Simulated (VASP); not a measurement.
Crystal: Li.

```xyz
1
Lattice="0.0203 1.9637 2.0443 2.0374 -0.0707 2.1353 2.0831 2.1003 -0.1163" Properties=species:S:1:pos:R:3 pbc="T T T"
Li    0.0000    0.0000    0.0000
```

This cell differs from its parent crystal: cell sheared at random, sigma 0.06, atoms nudged by 0.01 Å.

```yaml
Program: VASP 6.6.1
Task: relaxation of cell and atoms
Functional: PBE
Dispersion: D3(BJ)
Potentials_or_basis: VASP PAW PBE potentials, release 64 (Li_sv)
Cutoff: 600 eV
k_mesh: 14 × 14 × 14
Occupations: gaussian, width 0.15 eV
Spin: no spin polarisation
```

At the start: pressure -0.0 GPa; volume 18.16 Å³/atom.

Task: How do energy, volume and symmetry change on relaxing?

Result: Over 11 steps the energy falls by 9.4 meV/atom and the volume is 18.05 Å³/atom (-0.6 %); space group Fm-3m (No. 225, to 0.05 Å).

The path:
```
step  energy change (eV)  largest force (eV/Å)  pressure (GPa)  volume (Å³)
   1              0.0000                0.0000           -0.04        18.16
   2             -0.0024                0.0000           -0.03        18.14
   3             -0.0072                0.0000            0.01        18.09
   4             -0.0066                0.0000            0.16        17.91
   5             -0.0084                0.0000            0.08        18.01
   6             -0.0085                0.0000            0.07        18.02
   7             -0.0088                0.0000            0.03        18.06
   8             -0.0091                0.0000           -0.03        18.13
   9             -0.0091                0.0000           -0.03        18.13
  10             -0.0092                0.0000           -0.01        18.11
  11             -0.0094                0.0000            0.04        18.05
```

Final structure:
```
Li
1.0
    -0.00233    2.08163    2.08702
     2.07130    0.00531    2.08196
     2.07919    2.08496   -0.00834
Li
1
Cartesian
  4.1505 2.0903 2.0736
```

Caveat: the cell differs from its parent crystal (cell sheared at random, sigma 0.06, atoms nudged by 0.01 Å); the cutoff is under 1.25 times the usual one of these potentials, so pressure, stress and relaxed cells hold a basis-set (Pulay) error; pairwise dispersion overbinds metals, which lowers pressure and volume.
